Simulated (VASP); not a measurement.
A run of VASP 6.6.1 is set up as follows.

Contents of INCAR:

```
ALGO     = Normal         # electronic algorithm
EDIFF    = 1E-7           # SCF threshold, eV
ENCUT    = 520            # plane-wave cutoff, eV
GGA      = PE             # functional
ISIF     = 2              # what is computed and relaxed
ISMEAR   = 0              # smearing method
LASPH    = T              # aspherical terms in the spheres
LCHARG   = F              # write CHGCAR
LREAL    = F              # projectors in reciprocal space
LWAVE    = F              # write WAVECAR
NBANDS   = 26             # bands
NELM     = 100            # most SCF steps
PREC     = Accurate       # precision mode
SIGMA    = 0.05           # smearing width, eV
```

KPOINTS

```
k-points
0
Gamma
  9 9 4
```

POSCAR

```
ZnS
1.0
    4.1424790287      0.0000000000      0.0000000000
   -2.0712395143      3.5874920735      0.0000000000
    0.0000000000      0.0000000000      5.4324469982
Zn S
2 2
Direct
    0.3333333333      0.6666666667      0.0052003725
    0.6666666667      0.3333333333      0.5052003725
    0.3333333333      0.6666666667      0.3797996275
    0.6666666667      0.3333333333      0.8797996275
```

Potentials or basis: VASP PAW PBE potentials, release 64 (Zn, S).

Launch:

```sh
$ cat potpaw_PBE.64/Zn/POTCAR potpaw_PBE.64/S/POTCAR > POTCAR
$ mpirun -np 1 vasp_std > vasp.out
```

Task: Predict the pressure.

Result: 7.4 GPa.

Task: Estimate the largest force.

Result: 3.176 eV/Å.

Stress tensor (GPa, compression positive):
```
-5.85  0.00  0.00
 0.00 -5.85  0.00
 0.00  0.00 33.83
```

Caveat: the cell stands under pressure; forces of over 1 eV/Å act on the atoms, so gaps and moduli don't describe the material at rest.
